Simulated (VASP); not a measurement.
Ca:

```
Ca
1.0
     3.98000    0.00000    0.00000
    -1.99000    3.44678    0.00000
     0.00000    0.00000    6.52000
Ca
2
Direct
  0.33333 0.66667 0.25000
  0.66667 0.33333 0.75000
```

- Program: VASP 6.6.1
- Task: relaxation of cell and atoms
- Functional: PBEsol
- Potentials or basis: VASP PAW PBE potentials, release 64 (Ca_sv)
- Cutoff: 600 eV
- k mesh: 12 × 12 × 8
- Occupations: gaussian, width 0.1 eV
- Spin: no spin polarisation

At the start: pressure -1.4 GPa; volume 44.72 Å³/atom.

Question: How do energy, volume and symmetry change on relaxing?

Answer: Over 8 steps the energy falls by 18.3 meV/atom and the volume is 40.83 Å³/atom (-8.7 %); space group P6_3/mmc (No. 194, to 0.05 Å).

Step by step:
```tsv
step	energy change (eV)	largest force (eV/Å)	pressure (GPa)	volume (Å³)
1	0.0000	0.0000	-1.41	89.44
2	-0.0314	0.0000	-0.56	84.44
3	-0.0364	0.0000	-0.05	81.93
4	-0.0364	0.0000	0.00	81.69
5	-0.0364	0.0000	0.03	81.54
6	-0.0365	0.0000	0.04	81.53
7	-0.0365	0.0000	0.04	81.52
8	-0.0365	0.0000	0.00	81.67
```

Final structure:
```
Ca
1.0
     3.85498    0.00000    0.00000
    -1.92749    3.33851    0.00000
     0.00000    0.00000    6.34574
Ca
2
Direct
  0.33333 0.66667 0.25000
  0.66667 0.33333 0.75000
```

Caveat: the PAW data sets were made with another functional, which shifts forces and pressure a little.
